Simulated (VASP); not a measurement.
# GaCuC4N4 (P-43m) in VASP: a series of runs

GaCuC4N4 is run at these levels: PBE; tasks: single point, relaxation of cell and atoms.

Program: VASP 6.6.1. These are calculated values, not measurements. Logs are shortened: lines on timing, memory, paths and dates and some standing lists are left out, and cuts for length are marked.

## Step 1: The cell of the first run

Symmetry: P-43m, No. 215, cubic system. The conventional cell has a = 5.751 Å, b = 5.751 Å, c = 5.751 Å, α = 90.00°, β = 90.00°, γ = 90.00°. Ga (site symmetry -43m) has 4 N at 1.88 Å within 2.5 Å. Cu (site symmetry -43m) has 4 C at 1.92 Å within 2.6 Å. Within 1.6 Å of C (site symmetry 3m) lie 1 N at 1.17 Å. Within 1.6 Å of N (site symmetry 3m) lie 1 C at 1.17 Å.

## Step 2: Single point, PBE

File INCAR:

```
PREC = Accurate ; ENCUT = 520
EDIFF = 1E-6 ; ISMEAR = 0
SIGMA = 0.02 ; LREAL = False
LASPH = True ; NELM = 100
ALGO = Normal ; ISIF = 2
LWAVE = False ; LCHARG = True
GGA = PE ; LELF = True
LVHAR = True ; NBANDS = 41
```

File KPOINTS:

```
regular mesh
0
Gamma
  4 4 4
```

File POSCAR:

```
GaCuC4N4
1.0
    5.7513983840      0.0000000000      0.0000000000
    0.0000000000      5.7513983840      0.0000000000
    0.0000000000      0.0000000000      5.7513983840
Ga Cu C N
1 1 4 4
Direct
    0.5000000000      0.5000000000      0.5000000000
    0.0000000000      0.0000000000      0.0000000000
    0.1931152720      0.1931152720      0.1931152720
    0.1931152720      0.8068847280      0.8068847280
    0.8068847280      0.1931152720      0.8068847280
    0.8068847280      0.8068847280      0.1931152720
    0.3108832560      0.3108832560      0.3108832560
    0.3108832560      0.6891167440      0.6891167440
    0.6891167440      0.3108832560      0.6891167440
    0.6891167440      0.6891167440      0.3108832560
```

Potentials or basis: VASP PAW PBE potentials, release 64 (Ga_d, Cu, C, N).

Started as:

```sh
> cat potpaw_PBE.64/Ga_d/POTCAR potpaw_PBE.64/Cu/POTCAR potpaw_PBE.64/C/POTCAR potpaw_PBE.64/N/POTCAR > POTCAR
> mpirun -np 1 vasp_std > vasp.out
```

OUTCAR:

```text
PREC = Accurate
   ENCUT = 520
   EDIFF = 1E-6
   ISMEAR = 0
   LREAL = False
   LASPH = True
   NELM = 100
   ISIF = 2
   GGA = PE

 ion  position               nearest neighbor table
   1  0.500  0.500  0.500-   7 1.88   8 1.88   9 1.88  10 1.88
   2  0.000  0.000  0.000-   3 1.92   4 1.92   5 1.92   6 1.92
   3  0.193  0.193  0.193-   7 1.17   2 1.92
   4  0.193  0.807  0.807-   8 1.17   2 1.92
   5  0.807  0.193  0.807-   9 1.17   2 1.92
   6  0.807  0.807  0.193-  10 1.17   2 1.92
   7  0.311  0.311  0.311-   3 1.17   1 1.88
   8  0.311  0.689  0.689-   4 1.17   1 1.88
   9  0.689  0.311  0.689-   5 1.17   1 1.88
  10  0.689  0.689  0.311-   6 1.17   1 1.88

  LATTYP: Found a simple cubic cell.
 ALAT       =     5.7513983840

  Lattice vectors:

 A1 = (   5.7513983840,   0.0000000000,   0.0000000000)
 A2 = (   0.0000000000,   5.7513983840,   0.0000000000)
 A3 = (   0.0000000000,   0.0000000000,   5.7513983840)

Analysis of symmetry for initial positions (statically):
=====================================================================
 Subroutine PRICEL returns:
 Original cell was already a primitive cell.

 Routine SETGRP: Setting up the symmetry group for a
 simple cubic supercell.

 Subroutine GETGRP returns: Found 24 space group operations
 (whereof 24 operations were pure point group operations)
 out of a pool of 48 trial point group operations.

The static configuration has the point symmetry T_d .

Analysis of symmetry for dynamics (positions and initial velocities):
=====================================================================
 Subroutine PRICEL returns:
 Original cell was already a primitive cell.

 Routine SETGRP: Setting up the symmetry group for a
 simple cubic supercell.

 Subroutine GETGRP returns: Found 24 space group operations
 (whereof 24 operations were pure point group operations)
 out of a pool of 48 trial point group operations.

The dynamic configuration has the point symmetry T_d .

 Subroutine INISYM returns: Found 24 space group operations
 (whereof 24 operations are pure point group operations),
 and found     1 'primitive' translations

----------------------------------------------------------------------------------------

                                     Primitive cell

  volume of cell :     190.2481

  direct lattice vectors                    reciprocal lattice vectors
     5.751398384  0.000000000  0.000000000     0.173870759  0.000000000  0.000000000
     0.000000000  5.751398384  0.000000000     0.000000000  0.173870759  0.000000000
     0.000000000  0.000000000  5.751398384     0.000000000  0.000000000  0.173870759

  length of vectors
     5.751398384  5.751398384  5.751398384     0.173870759  0.173870759  0.173870759

  position of ions in fractional coordinates (direct lattice)
     0.500000000  0.500000000  0.500000000
     0.000000000  0.000000000  0.000000000
     0.193115272  0.193115272  0.193115272
     0.193115272  0.806884728  0.806884728
     0.806884728  0.193115272  0.806884728
     0.806884728  0.806884728  0.193115272
     0.310883256  0.310883256  0.310883256
     0.310883256  0.689116744  0.689116744
     0.689116744  0.310883256  0.689116744
     0.689116744  0.689116744  0.310883256

  ion indices of the primitive-cell ions
   primitive index   ion index
                 1           1
                 2           2
                 3           3
                 4           4
                 5           5
                 6           6
                 7           7
                 8           8
                 9           9
                10          10

----------------------------------------------------------------------------------------

 KPOINTS: regular mesh

Automatic generation of k-mesh.
 Grid dimensions read from file:
 generate k-points for:    4    4    4

 Generating k-lattice:

  Cartesian coordinates                     Fractional coordinates (reciprocal lattice)
     0.043467690  0.000000000  0.000000000     0.250000000  0.000000000  0.000000000
     0.000000000  0.043467690  0.000000000     0.000000000  0.250000000  0.000000000
     0.000000000  0.000000000  0.043467690     0.000000000  0.000000000  0.250000000

  Length of vectors
     0.043467690  0.043467690  0.043467690

  Shift w.r.t. Gamma in fractional coordinates (k-lattice)
     0.000000000  0.000000000  0.000000000

 Subroutine IBZKPT returns following result:
 ===========================================

 Found     10 irreducible k-points:

 Following reciprocal coordinates:
            Coordinates               Weight
  0.000000  0.000000  0.000000      1.000000
  0.250000  0.000000  0.000000      6.000000
  0.500000  0.000000  0.000000      3.000000
  0.250000  0.250000  0.000000     12.000000
  0.500000  0.250000  0.000000     12.000000
  0.500000  0.500000  0.000000      3.000000
  0.250000  0.250000  0.250000      8.000000
  0.500000  0.250000  0.250000     12.000000
  0.500000  0.500000  0.250000      6.000000
  0.500000  0.500000  0.500000      1.000000
   k-points           NKPTS =     10   k-points in BZ     NKDIM =     10   number of bands    NBANDS=     41
   number of dos      NEDOS =    301   number of ions     NIONS =     10
   total plane-waves  NPLWV = 110592
   dimension x,y,z NGX =    48 NGY =   48 NGZ =   48
   dimension x,y,z NGXF=    96 NGYF=   96 NGZF=   96
   ions per type =               1   1   4   4
   NGX,Y,Z   is equivalent  to a cutoff of  13.87, 13.87, 13.87 a.u.
   NGXF,Y,Z  is equivalent  to a cutoff of  27.75, 27.75, 27.75 a.u.
 SYSTEM =  unknown system
   PREC   = accura    normal or accurate (medium, high low for compatibility)
   ISTART =      0    job   : 0-new  1-cont  2-samecut
   ICHARG =      2    charge: 1-file 2-atom 10-const
   ISPIN  =      1    spin polarized calculation?
   LNONCOLLINEAR =      F non collinear calculations
   LSORBIT =      F    spin-orbit coupling
   LASPH  =      T    aspherical Exc in radial PAW
   ENCUT  =  520.0 eV  38.22 Ry    6.18 a.u.  10.69 10.69 10.69*2*pi/ulx,y,z
   NELM   =    100;   NELMIN=  2; NELMDL= -5     # of ELM steps
   EDIFF  = 0.1E-05   stopping-criterion for ELM
   LREAL  =      F    real-space projection
   EDIFFG = 0.1E-04   stopping-criterion for IOM
   NSW    =      0    number of steps for IOM
   IBRION =     -1    ionic relax: 0-MD 1-quasi-New 2-CG
   NFREE  =      0    steps in history (QN), initial steepest desc. (CG)
   ISIF   =      2    stress and relaxation
   ISYM   =      2    0-nonsym 1-usesym 2-fastsym
   POTIM  = 0.5000    time-step for ionic-motion
   TEBEG  =    0.0;   TEEND  =   0.0 temperature during run
   PSTRESS=    0.0 pullay stress
   NELECT =      60.0000    total number of electrons
   NUPDOWN=      -1.0000    fix difference up-down
   EMIN   =  10.00;   EMAX   =-10.00  energy-range for DOS
   EFERMI =   0.00;   METHOD = LEGACY
   ISMEAR =     0;   SIGMA  =   0.02  broadening in eV -4-tet -1-fermi 0-gaus
   EFERMI_NEDOS =   21; number of points for ismear=-14 and -15
   IALGO  =     38    algorithm
   IMIX   =      4    mixing-type and parameters
     AMIX     =   0.40;   BMIX     =  1.00
     AMIX_MAG =   1.60;   BMIX_MAG =  1.00
  volume/ion in A,a.u.               =      19.02       128.39
  Fermi-wavevector in a.u.,A,eV,Ry     =   1.114342  2.105801 16.895142  1.241758
  Thomas-Fermi vector in A             =   2.250936
   LORBIT       =      0    0 simple, 1 ext, 2 COOP (PROOUT), +10 PAW based schemes
   GGA     = PE    functional components
   LHFCALC =     F    Hartree Fock is set to
   AEXX    =    0.0000 exact exchange contribution
   IVDW    =     0    specifies the selected vdW correction
   LEPSILON=     F    determine dielectric tensor
   LRPA    =     F    only Hartree local field effects (RPA)
 non-spin polarized calculation
 Gauss-broadening in eV      SIGMA  =   0.02
  energy-cutoff  :      520.00
  volume of cell :      190.25
 maximum number of plane-waves:      5142
 NGX is ok and might be reduce to    48
   NGX = 21   NGY = 21   NGZ = 21

 number of electron      60.0000005 magnetization

 Free energy of the ion-electron system (eV)
  ---------------------------------------------------
  ext. energy  EPLUGINS =         0.00000000
  ---------------------------------------------------
  free energy    TOTEN  =       -74.10451104 eV

  energy without entropy =      -74.10451104  energy(sigma->0) =      -74.10451104

 E-fermi :  -1.0812     XC(G=0):  -7.4536

 val. band max:       -1.2245185275   @ k =   0.5000   0.5000   0.0000
 cond. band min:       2.8079555147   @ k =   0.2500   0.2500   0.2500
 fundamental gap:      4.0324740422
 Fermi energy:        -1.0812090887

 k-point     1 :       0.0000    0.0000    0.0000
  band No.  band energies     occupation
      1     -18.6671      2.00000
      2     -18.4858      2.00000
      3     -18.4858      2.00000
      4     -18.4858      2.00000
      5     -15.7890      2.00000
      6     -15.7890      2.00000
[... 33 lines left out ...]
     40       5.0061      0.00000
     41       8.5083      0.00000

 k-point     2 :       0.2500    0.0000    0.0000
  band No.  band energies     occupation
      1     -18.6498      2.00000
      2     -18.5027      2.00000
      3     -18.4857      2.00000
      4     -18.4857      2.00000
      5     -15.7917      2.00000
      6     -15.7886      2.00000
[... 33 lines left out ...]
     40       5.2250      0.00000
     41       7.3806      0.00000

 k-point     3 :       0.5000    0.0000    0.0000
  band No.  band energies     occupation
      1     -18.6271      2.00000
      2     -18.5250      2.00000
      3     -18.4855      2.00000
      4     -18.4855      2.00000
      5     -15.7944      2.00000
      6     -15.7882      2.00000
[... 259 lines left out ...]
      2     -18.5054      2.00000
      3     -18.5054      2.00000
      4     -18.5048      2.00000
      5     -15.7899      2.00000
      6     -15.7896      2.00000
[... 33 lines left out ...]
     40       6.8719      0.00000
     41       6.8893      0.00000

 k-point    10 :       0.5000    0.5000    0.5000
  band No.  band energies     occupation
      1     -18.6020      2.00000
      2     -18.5051      2.00000
      3     -18.5051      2.00000
      4     -18.5051      2.00000
      5     -15.7890      2.00000
      6     -15.7890      2.00000
[... 33 lines left out ...]
     40       6.6698      0.00000
     41       6.6698      0.00000

------------------------ aborting loop because EDIFF is reached ----------------------------------------

  FORCE on cell =-STRESS in cart. coord.  units (eV):
  Direction    XX          YY          ZZ          XY          YZ          ZX
  --------------------------------------------------------------------------------------
  -------------------------------------------------------------------------------------
  Total        0.5233754      0.5233754      0.5233754     -0.0000000     -0.0000000     -0.0000000
  in kB        4.4076134      4.4076134      4.4076134     -0.0000000     -0.0000000     -0.0000000
  external PRESSURE =       4.4076134 kB  Pullay stress =       0.0000000 kB

 VOLUME and BASIS-vectors are now :
 -----------------------------------------------------------------------------
  energy-cutoff  :      520.00
  volume of cell :      190.25
      direct lattice vectors                 reciprocal lattice vectors
     5.751398384  0.000000000  0.000000000     0.173870759  0.000000000  0.000000000
     0.000000000  5.751398384  0.000000000     0.000000000  0.173870759  0.000000000
     0.000000000  0.000000000  5.751398384     0.000000000  0.000000000  0.173870759

 POSITION                                       TOTAL-FORCE (eV/Angst)
 -----------------------------------------------------------------------------------
      2.87570      2.87570      2.87570        -0.000000     -0.000000      0.000000
      0.00000      0.00000      0.00000        -0.000000      0.000000      0.000000
      1.11068      1.11068      1.11068        -0.167521     -0.167521     -0.167521
      1.11068      4.64072      4.64072        -0.167521      0.167521      0.167521
      4.64072      1.11068      4.64072         0.167521     -0.167521      0.167521
      4.64072      4.64072      1.11068         0.167521      0.167521     -0.167521
      1.78801      1.78801      1.78801         0.217383      0.217383      0.217383
      1.78801      3.96338      3.96338         0.217383     -0.217383     -0.217383
      3.96338      1.78801      3.96338        -0.217383      0.217383     -0.217383
      3.96338      3.96338      1.78801        -0.217383     -0.217383      0.217383
 -----------------------------------------------------------------------------------
    total drift:                                0.000000      0.000000      0.000000

  FREE ENERGIE OF THE ION-ELECTRON SYSTEM (eV)
  ---------------------------------------------------
  free  energy   TOTEN  =       -74.1045110445 eV

  energy  without entropy=      -74.1045110445  energy(sigma->0) =      -74.10451104
```

Wall time 71 s (1 thread of Intel Xeon 6975P-C (Granite Rapids), shared host); peak memory 0.36 GiB.

Results:

```yaml
Free_energy: -74.1045 eV
Pressure: 0.4 GPa
Largest_force: 0.377 eV/Å
Band_gap_on_the_k_mesh: 4.03 eV (least direct gap 4.12 eV)
```

Forces on the atoms (eV/Å):
```
Ga   0.000  0.000  0.000
Cu   0.000  0.000  0.000
C   -0.168 -0.168 -0.168
C   -0.168  0.168  0.168
C    0.168 -0.168  0.168
C    0.168  0.168 -0.168
N    0.217  0.217  0.217
N    0.217 -0.217 -0.217
N   -0.217  0.217 -0.217
N   -0.217 -0.217  0.217
```

Levels at points of the mesh, in eV from the valence-band top:
```
           k point  band 26  band 27  band 28  band 29  band 30  band 31  band 32  band 33  band 34  band 35
(0.00, 0.00, 0.00)    -1.25    -1.25    -0.27    -0.27    -0.27     4.11     4.11     4.11     4.77     4.77
(0.50, 0.00, 0.00)    -1.26    -1.17    -0.18    -0.02    -0.02     4.15     4.15     4.39     4.48     5.24
(0.50, 0.50, 0.00)    -1.25    -1.16    -0.17     0.00     0.00     4.28     4.52     4.56     4.56     5.29
(0.50, 0.50, 0.50)    -1.23    -1.23    -0.19    -0.19    -0.19     4.52     4.52     4.52     4.89     4.89
```

[end of part 1 of 2]
